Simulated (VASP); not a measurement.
# HfN: single point with PBE

Crystal: HfN.

```xyz
2
Lattice="0.0000 2.3307 2.1602 2.3307 0.0000 2.1602 2.3307 2.3307 0.0000" Properties=species:S:1:pos:R:3 pbc="T T T"
Hf    0.0000    0.0000    0.0000
N     2.3307    2.3307    2.1602
```

This cell differs from its parent crystal: strain +0.025 along x and y, -0.050 along z.

- Program: VASP 6.6.1
- Task: single point
- Functional: PBE
- Potentials or basis: VASP PAW PBE potentials, release 64 (Hf_pv, N)
- Cutoff: 520 eV
- k mesh: 22 × 22 × 22
- Occupations: gaussian, width 0.15 eV
- Spin: no spin polarisation
- Dipole correction: no
- Further INCAR settings: ALGO = Normal; EDIFF = 1e-06; NBANDS = 14

| Property | Result |
| --- | --- |
| Pressure | 1.9 GPa |
| Band gap on the k mesh | zero (an odd number of electrons rules out a gap without spin polarisation) |

Stress tensor (GPa, compression positive):
```
-11.44   0.00   0.00
  0.00 -11.44   0.00
  0.00   0.00  28.61
```

Levels at points of the mesh, in eV from the Fermi level:
```tsv
k point	band 6	band 7	band 8	band 9	band 10	band 11
(0.00, 0.00, 0.00)	-3.15	-2.75	-0.59	-0.59	0.22	0.59
(0.50, 0.00, 0.00)	-6.19	-6.16	3.02	3.63	3.96	4.25
(0.50, 0.50, 0.00)	-3.94	-3.94	-3.89	4.04	5.34	5.34
(0.50, 0.00, 0.50)	-3.75	-3.64	-3.36	3.43	4.86	5.77
```

It took 2.2 min on 1 thread of AMD EPYC 9R45 96-Core Processor (Zen 5), with other jobs on the host, peak memory 0.36 GiB.

Caveat: the cell differs from its parent crystal (strain +0.025 along x and y, -0.050 along z); spin-orbit coupling is left out, which moves the levels of the heavy elements.
